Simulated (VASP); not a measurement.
A run of VASP 6.6.1 is set up as follows.

Contents of INCAR:

```
ALGO     = Normal         # electronic algorithm
EDIFF    = 1E-6           # SCF threshold, eV
ENCUT    = 520            # plane-wave cutoff, eV
GGA      = PE             # functional
ISIF     = 2              # what is computed and relaxed
ISMEAR   = 0              # smearing method
LASPH    = True           # aspherical terms in the spheres
LCHARG   = False          # write CHGCAR
LREAL    = False          # projectors in reciprocal space
LWAVE    = False          # write WAVECAR
NBANDS   = 17             # bands
NELM     = 60             # most SCF steps
PREC     = Accurate       # precision mode
SIGMA    = 0.02           # smearing width, eV
```

File KPOINTS:

```
k-points
0
Gamma
  10 10 10
```

The input POSCAR:

```
B2Pb
1.0
   -2.0667238036      2.0667238036      2.9456335266
    2.0667238036     -2.0667238036      2.9456335266
    2.0667238036      2.0667238036     -2.9456335266
B Pb
2 1
Direct
    0.6258069311      0.6258069311      0.0000000000
    0.3741930689      0.3741930689      0.0000000000
    0.0000000000      0.0000000000      0.0000000000
```

Potentials or basis: VASP PAW PBE potentials, release 64 (B, Pb_d).

Run with:

```bash
$ cat potpaw_PBE.64/B/POTCAR potpaw_PBE.64/Pb_d/POTCAR > POTCAR
$ mpirun -np 1 vasp_std > vasp.out
```

(1) What does it give for the pressure?

(2) What does it give for the largest force?

Answers

(1) -0.1 GPa.

(2) 0.033 eV/Å.
